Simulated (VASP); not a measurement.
# HfC in VASP: further runs, part 3 of 3

VASP 6.6.1. Earlier steps stand in the parts before.

### Step 6. Electric field gradients, LDA (volume scaled by 0.96)

Input file INCAR:

```
PREC = Accurate ; ENCUT = 520
EDIFF = 1E-8 ; ISMEAR = -1
SIGMA = 0.05 ; LREAL = False
LASPH = True ; NELM = 100
ALGO = Normal ; ISIF = 2
LWAVE = False ; LCHARG = False
GGA = CA ; LEFG = True
NBANDS = 14
```

Input file KPOINTS:

```
regular mesh
0
Gamma
  12 12 12
```

Input file POSCAR:

```
HfC
1.0
    0.0000000000      2.2935772291      2.2935772291
    2.2935772291      0.0000000000      2.2935772291
    2.2935772291      2.2935772291      0.0000000000
Hf C
1 1
Direct
    0.5000000000      0.5000000000      0.5000000000
    0.0000000000      0.0000000000      0.0000000000
```

Potentials or basis: VASP PAW LDA potentials, release 64 (Hf_pv, C).

Started as:

```sh
cat potpaw_LDA.64/Hf_pv/POTCAR potpaw_LDA.64/C/POTCAR > POTCAR
mpirun -np 1 vasp_std > vasp.out
```

OUTCAR:

```text
PREC = Accurate
   ENCUT = 520
   EDIFF = 1E-8
   ISMEAR = -1
   LREAL = False
   LASPH = True
   NELM = 100
   ISIF = 2
   GGA = CA

 ion  position               nearest neighbor table
   1  0.500  0.500  0.500-   2 2.29   2 2.29   2 2.29   2 2.29   2 2.29   2 2.29
   2  0.000  0.000  0.000-   1 2.29   1 2.29   1 2.29   1 2.29   1 2.29   1 2.29

  LATTYP: Found a face centered cubic cell.
 ALAT       =     4.5871544582

  Lattice vectors:

 A1 = (   0.0000000000,   2.2935772291,   2.2935772291)
 A2 = (   2.2935772291,   0.0000000000,   2.2935772291)
 A3 = (   2.2935772291,   2.2935772291,   0.0000000000)

Analysis of symmetry for initial positions (statically):
=====================================================================
 Subroutine PRICEL returns:
 Original cell was already a primitive cell.

 Routine SETGRP: Setting up the symmetry group for a
 face centered cubic supercell.

[... 595 lines left out ...]
  volume of cell :       24.13
      direct lattice vectors                 reciprocal lattice vectors
     0.000000000  2.293577229  2.293577229    -0.218000072  0.218000072  0.218000072
     2.293577229  0.000000000  2.293577229     0.218000072 -0.218000072  0.218000072
     2.293577229  2.293577229  0.000000000     0.218000072  0.218000072 -0.218000072

 POSITION                                       TOTAL-FORCE (eV/Angst)
 -----------------------------------------------------------------------------------
      2.29358      2.29358      2.29358         0.000000     -0.000000      0.000000
      0.00000      0.00000      0.00000        -0.000000      0.000000     -0.000000
 -----------------------------------------------------------------------------------
    total drift:                                0.000000     -0.000000      0.000000

  FREE ENERGIE OF THE ION-ELECTRON SYSTEM (eV)
  ---------------------------------------------------
  free  energy   TOTEN  =       -22.8945894541 eV

  energy  without entropy=      -22.8920387679  energy(sigma->0) =      -22.89331411

 Electric field gradients (V/A^2)
---------------------------------------------------------------------
 ion       V_xx      V_yy      V_zz      V_xy      V_xz      V_yz
---------------------------------------------------------------------
   1       0.000    -0.000     0.000    -0.000    -0.000    -0.000
   2      -0.000     0.000     0.000     0.001     0.001     0.001
---------------------------------------------------------------------

 Electric field gradients after diagonalization (V/A^2)
 (convention: |V_zz| > |V_xx| > |V_yy|)
----------------------------------------------------------------------
 ion       V_xx      V_yy      V_zz     asymmetry (V_yy - V_xx)/ V_zz
----------------------------------------------------------------------
   1       0.000     0.000    -0.000       0.000
   2      -0.001    -0.001     0.001       0.000
----------------------------------------------------------------------

           NMR quadrupolar parameters

 Cq : quadrupolar parameter    Cq=e*Q*V_zz/h
 eta: asymmetry parameters     (V_yy - V_xx)/ V_zz
 Q  : nuclear electric quadrupole moment in mb (millibarn)
----------------------------------------------------------------------
 ion       Cq(MHz)       eta       Q (mb)
----------------------------------------------------------------------
   1      -0.000       0.000       1.000
   2       0.000       0.000       1.000
----------------------------------------------------------------------
```

stdout:

```text
POSCAR found type information on POSCAR HfC
 POSCAR found :  2 types and       2 ions
 scaLAPACK will be used
 LDA part: xc-table for (Slater(with rela. corr.)+CA(PZ))
 , standard interpolation
 POSCAR, INCAR and KPOINTS ok, starting setup
 FFT: planning ... GRIDC
 FFT: planning ... GRID_SOFT
 FFT: planning ... GRID
 WAVECAR not read
 entering main loop
ion   1

ion   2
```

It took 48 s on 1 thread of AMD EPYC 7R13, shared host; peak memory 0.12 GiB.

Results:

* Free energy: -22.8946 eV
* Pressure: -1.8 GPa
* Band gap on the k mesh: zero (band 7 reaches 7.22 eV, above the bottom of band 8 at 5.76 eV)

Levels at points of the mesh, in eV from the Fermi level:
```
           k point  band 5  band 6  band 7  band 8  band 9  band 10
(0.00, 0.00, 0.00)    1.01    1.01    1.01    1.28    1.28     1.28
(0.50, 0.00, 0.00)   -6.35   -3.17   -3.17    5.41    5.41     5.93
(0.50, 0.50, 0.00)   -2.48   -2.01   -0.04   -0.04    5.45     6.92
```

Caveat: without QUAD_EFG the Cq values of the log hold for a quadrupole moment of 1 mb, not for the nuclei; spin-orbit coupling is left out, which moves the levels of the heavy elements.

### Step 7. Electric field gradients, LDA (volume scaled by 0.96)

Input file INCAR:

```
SYSTEM = HfC
  PREC = Accurate
  ENCUT = 520
  EDIFF = 1E-8
  ISMEAR = -1
  SIGMA = 0.05
  LREAL = .FALSE.
  LASPH = .TRUE.
  NELM = 80
  ALGO = Normal
  ISIF = 2
  LWAVE = .FALSE.
  LCHARG = .FALSE.
  GGA = CA
  LEFG = .TRUE.
  NBANDS = 14
```

Input file KPOINTS:

```
regular mesh
0
G
  12 12 12
  0 0 0
```

POSCAR is that of step 6.

Potentials or basis: VASP PAW LDA potentials, release 64 (Hf_pv, C).

Started as:

```sh
cat potpaw_LDA.64/Hf_pv/POTCAR potpaw_LDA.64/C/POTCAR > POTCAR
mpirun -np 1 vasp_std > vasp.out
```

OUTCAR:

```text
SYSTEM = HfC
   PREC = Accurate
   ENCUT = 520
   EDIFF = 1E-8
   ISMEAR = -1
   LREAL = .FALSE.
   LASPH = .TRUE.
   NELM = 80
   ISIF = 2
   GGA = CA

 ion  position               nearest neighbor table
   1  0.500  0.500  0.500-   2 2.29   2 2.29   2 2.29   2 2.29   2 2.29   2 2.29
   2  0.000  0.000  0.000-   1 2.29   1 2.29   1 2.29   1 2.29   1 2.29   1 2.29

  LATTYP: Found a face centered cubic cell.
 ALAT       =     4.5871544582

  Lattice vectors:

 A1 = (   0.0000000000,   2.2935772291,   2.2935772291)
 A2 = (   2.2935772291,   0.0000000000,   2.2935772291)
 A3 = (   2.2935772291,   2.2935772291,   0.0000000000)

Analysis of symmetry for initial positions (statically):
=====================================================================
 Subroutine PRICEL returns:
 Original cell was already a primitive cell.

 Routine SETGRP: Setting up the symmetry group for a
 face centered cubic supercell.

 Subroutine GETGRP returns: Found 48 space group operations
 (whereof 48 operations were pure point group operations)
 out of a pool of 48 trial point group operations.

The static configuration has the point symmetry O_h .

Analysis of symmetry for dynamics (positions and initial velocities):
=====================================================================
 Subroutine PRICEL returns:
 Original cell was already a primitive cell.

 Routine SETGRP: Setting up the symmetry group for a
 face centered cubic supercell.

 Subroutine GETGRP returns: Found 48 space group operations
 (whereof 48 operations were pure point group operations)
 out of a pool of 48 trial point group operations.

The dynamic configuration has the point symmetry O_h .

 Subroutine INISYM returns: Found 48 space group operations
 (whereof 48 operations are pure point group operations),
 and found     1 'primitive' translations

----------------------------------------------------------------------------------------

                                     Primitive cell

  volume of cell :      24.1307

  direct lattice vectors                    reciprocal lattice vectors
     0.000000000  2.293577229  2.293577229    -0.218000072  0.218000072  0.218000072
     2.293577229  0.000000000  2.293577229     0.218000072 -0.218000072  0.218000072
     2.293577229  2.293577229  0.000000000     0.218000072  0.218000072 -0.218000072

  length of vectors
     3.243608024  3.243608024  3.243608024     0.377587200  0.377587200  0.377587200

  position of ions in fractional coordinates (direct lattice)
     0.500000000  0.500000000  0.500000000
     0.000000000  0.000000000  0.000000000

  ion indices of the primitive-cell ions
   primitive index   ion index
                 1           1
                 2           2

----------------------------------------------------------------------------------------

 KPOINTS: regular mesh

Automatic generation of k-mesh.
 Grid dimensions read from file:
 generate k-points for:   12   12   12

 Generating k-lattice:
[... 79 lines left out ...]
   IALGO  =     38    algorithm
   IMIX   =      4    mixing-type and parameters
     AMIX     =   0.40;   BMIX     =  1.00
     AMIX_MAG =   1.60;   BMIX_MAG =  1.00
  volume/ion in A,a.u.               =      12.07        81.42
  Fermi-wavevector in a.u.,A,eV,Ry     =   1.365403  2.580237 25.365681  1.864325
  Thomas-Fermi vector in A             =   2.491634
   LORBIT       =      0    0 simple, 1 ext, 2 COOP (PROOUT), +10 PAW based schemes
   GGA     = CA    functional components
   LHFCALC =     F    Hartree Fock is set to
   AEXX    =    0.0000 exact exchange contribution
   IVDW    =     0    specifies the selected vdW correction
   LEPSILON=     F    determine dielectric tensor
   LRPA    =     F    only Hartree local field effects (RPA)
 non-spin polarized calculation
  energy-cutoff  :      520.00
  volume of cell :       24.13
 maximum number of plane-waves:       661
   NGX = 13   NGY = 13   NGZ = 13

 number of electron      14.0000001 magnetization

 Free energy of the ion-electron system (eV)
  ---------------------------------------------------
  ext. energy  EPLUGINS =         0.00000000
  ---------------------------------------------------
  free energy    TOTEN  =       -22.89458945 eV

  energy without entropy =      -22.89203877  energy(sigma->0) =      -22.89331411

 E-fermi :   6.2095     XC(G=0): -12.6876

 val. band max:        6.1716716940   @ k =   0.5000   0.5000   0.0000
 cond. band min:       6.2584506179   @ k =   0.4167   0.3333   0.0000
 fundamental gap:      0.0867789240
 Fermi energy:         6.2094967002

 k-point     1 :       0.0000    0.0000    0.0000
  band No.  band energies     occupation
      1     -23.0321      2.00000
      2     -23.0321      2.00000
      3     -23.0321      2.00000
      4      -6.1724      2.00000
      5       7.2224      0.00000
      6       7.2224      0.00000
      7       7.2224      0.00000
      8       7.4858      0.00000
      9       7.4858      0.00000
     10       7.4858      0.00000
     11       9.6235      0.00000
     12       9.6235      0.00000
     13      13.6201      0.00000
     14      17.3354      0.00000
[... 377 lines left out ...]
      1     -23.7577      2.00000
      2     -23.2609      2.00000
      3     -23.1425      2.00000
      4      -2.5755      2.00000
      5       0.6149      2.00000
      6       3.3292      2.00000
      7       3.3586      2.00000
      8      10.4935      0.00000
      9      11.3013      0.00000
     10      11.5413      0.00000
     11      15.1942      0.00000
     12      16.6350      0.00000
     13      17.5453      0.00000
     14      19.2418      0.00000

 [... further k-points ...]

------------------------ aborting loop because EDIFF is reached ----------------------------------------

  FORCE on cell =-STRESS in cart. coord.  units (eV):
  Direction    XX          YY          ZZ          XY          YZ          ZX
  --------------------------------------------------------------------------------------
  -------------------------------------------------------------------------------------
  Total       -0.2684191     -0.2684191     -0.2684191     -0.0000000      0.0000000      0.0000000
  in kB      -17.8218979    -17.8218979    -17.8218979     -0.0000000      0.0000000      0.0000000
  external PRESSURE =     -17.8218979 kB  Pullay stress =       0.0000000 kB

 VOLUME and BASIS-vectors are now :
 -----------------------------------------------------------------------------
  energy-cutoff  :      520.00
  volume of cell :       24.13
      direct lattice vectors                 reciprocal lattice vectors
     0.000000000  2.293577229  2.293577229    -0.218000072  0.218000072  0.218000072
     2.293577229  0.000000000  2.293577229     0.218000072 -0.218000072  0.218000072
     2.293577229  2.293577229  0.000000000     0.218000072  0.218000072 -0.218000072

 POSITION                                       TOTAL-FORCE (eV/Angst)
 -----------------------------------------------------------------------------------
      2.29358      2.29358      2.29358         0.000000     -0.000000      0.000000
      0.00000      0.00000      0.00000        -0.000000      0.000000     -0.000000
 -----------------------------------------------------------------------------------
    total drift:                                0.000000     -0.000000      0.000000

  FREE ENERGIE OF THE ION-ELECTRON SYSTEM (eV)
  ---------------------------------------------------
  free  energy   TOTEN  =       -22.8945894541 eV

  energy  without entropy=      -22.8920387679  energy(sigma->0) =      -22.89331411

 Electric field gradients (V/A^2)
---------------------------------------------------------------------
 ion       V_xx      V_yy      V_zz      V_xy      V_xz      V_yz
---------------------------------------------------------------------
   1       0.000    -0.000     0.000    -0.000    -0.000    -0.000
   2      -0.000     0.000     0.000     0.001     0.001     0.001
---------------------------------------------------------------------

 Electric field gradients after diagonalization (V/A^2)
 (convention: |V_zz| > |V_xx| > |V_yy|)
----------------------------------------------------------------------
 ion       V_xx      V_yy      V_zz     asymmetry (V_yy - V_xx)/ V_zz
----------------------------------------------------------------------
   1       0.000     0.000    -0.000       0.000
   2      -0.001    -0.001     0.001       0.000
----------------------------------------------------------------------

           NMR quadrupolar parameters

 Cq : quadrupolar parameter    Cq=e*Q*V_zz/h
 eta: asymmetry parameters     (V_yy - V_xx)/ V_zz
 Q  : nuclear electric quadrupole moment in mb (millibarn)
----------------------------------------------------------------------
 ion       Cq(MHz)       eta       Q (mb)
----------------------------------------------------------------------
   1      -0.000       0.000       1.000
   2       0.000       0.000       1.000
----------------------------------------------------------------------
```

OSZICAR:

```text
N       E                     dE             d eps       ncg     rms          rms(c)
DAV:   1     0.220443920445E+02    0.22044E+02   -0.77178E+03  2016   0.980E+02
DAV:   2    -0.244665996907E+02   -0.46511E+02   -0.43775E+02  2608   0.202E+02
DAV:   3    -0.260320824196E+02   -0.15655E+01   -0.15604E+01  2450   0.268E+01
DAV:   4    -0.260386220906E+02   -0.65397E-02   -0.65392E-02  2388   0.217E+00
DAV:   5    -0.260386626753E+02   -0.40585E-04   -0.40584E-04  2446   0.150E-01    0.624E+01
DAV:   6    -0.229818913593E+02    0.30568E+01   -0.12192E+01  2346   0.183E+01    0.441E+01
DAV:   7    -0.229156103224E+02    0.66281E-01   -0.66073E-01  2502   0.526E+00    0.254E+01
DAV:   8    -0.229025466440E+02    0.13064E-01   -0.97189E-02  2406   0.198E+00    0.594E+00
DAV:   9    -0.228950775865E+02    0.74691E-02   -0.32128E-02  2358   0.902E-01    0.197E+00
DAV:  10    -0.228945937875E+02    0.48380E-03   -0.19750E-03  2408   0.309E-01    0.534E-02
DAV:  11    -0.228945904017E+02    0.33858E-05   -0.93782E-05  2352   0.767E-02    0.797E-02
DAV:  12    -0.228945898158E+02    0.58591E-06   -0.12662E-06  2502   0.930E-03    0.309E-02
DAV:  13    -0.228945894474E+02    0.36832E-06   -0.10716E-06  2412   0.526E-03    0.264E-03
DAV:  14    -0.228945894541E+02   -0.66316E-08   -0.24877E-08  2316   0.121E-03
   1 F= -.22894589E+02 E0= -.22893314E+02  d E =-.255069E-02
```

stdout:

```text
POSCAR found type information on POSCAR HfC
 POSCAR found :  2 types and       2 ions
 scaLAPACK will be used
 LDA part: xc-table for (Slater(with rela. corr.)+CA(PZ))
 , standard interpolation
 POSCAR, INCAR and KPOINTS ok, starting setup
 FFT: planning ... GRIDC
 FFT: planning ... GRID_SOFT
 FFT: planning ... GRID
 WAVECAR not read
 entering main loop
ion   1

ion   2
```

It took 48 s on 1 thread of AMD EPYC 7R13, shared host; peak memory 0.12 GiB.

What came out:

| Item | Value |
| --- | --- |
| Free energy | -22.8946 eV |
| Pressure | -1.8 GPa |
| Band gap on the k mesh | zero (band 7 reaches 7.22 eV, above the bottom of band 8 at 5.76 eV) |

Levels at points of the mesh, in eV from the Fermi level:
```tsv
k point	band 3	band 4	band 5	band 6	band 7	band 8	band 9	band 10	band 11	band 12
(0.00, 0.00, 0.00)	-29.24	-12.38	1.01	1.01	1.01	1.28	1.28	1.28	3.41	3.41
(0.50, 0.00, 0.00)	-29.32	-8.30	-6.35	-3.17	-3.17	5.41	5.41	5.93	6.81	11.83
(0.50, 0.50, 0.00)	-29.52	-10.45	-2.48	-2.01	-0.04	-0.04	5.45	6.92	6.92	8.86
```

Caveat: without QUAD_EFG the Cq values of the log hold for a quadrupole moment of 1 mb, not for the nuclei; spin-orbit coupling is left out, which moves the levels of the heavy elements.

### Step 8. Summary

| cell | gap on the mesh (eV) | pressure (GPa) |
| --- | --- | --- |
| a = 3.305, b = 3.305, c = 3.288 Å, angles 60.2, 60.2, 59.7°, 2 atoms | none | -13.6 |
| a = 3.321, b = 3.321, c = 3.354 Å, angles 59.7, 59.7, 60.7°, 2 atoms | none | -19.4 |
| a = 3.221 Å, angles 60.0°, 2 atoms | none | 3.9 |
| a = 3.244 Å, angles 60.0°, 2 atoms | none | -1.8 |

Alike in all rows: task electric field gradients; level LDA; potentials or basis VASP PAW LDA potentials, release 64 (Hf_pv, C); no spin polarisation; k mesh 12 × 12 × 12; cutoff (eV) 520; smearing fermi-dirac 0.05 eV.

Caveats: spin-orbit coupling is left out, which moves the levels of the heavy elements.

Absolute energies hang on the potentials; compare differences alone.
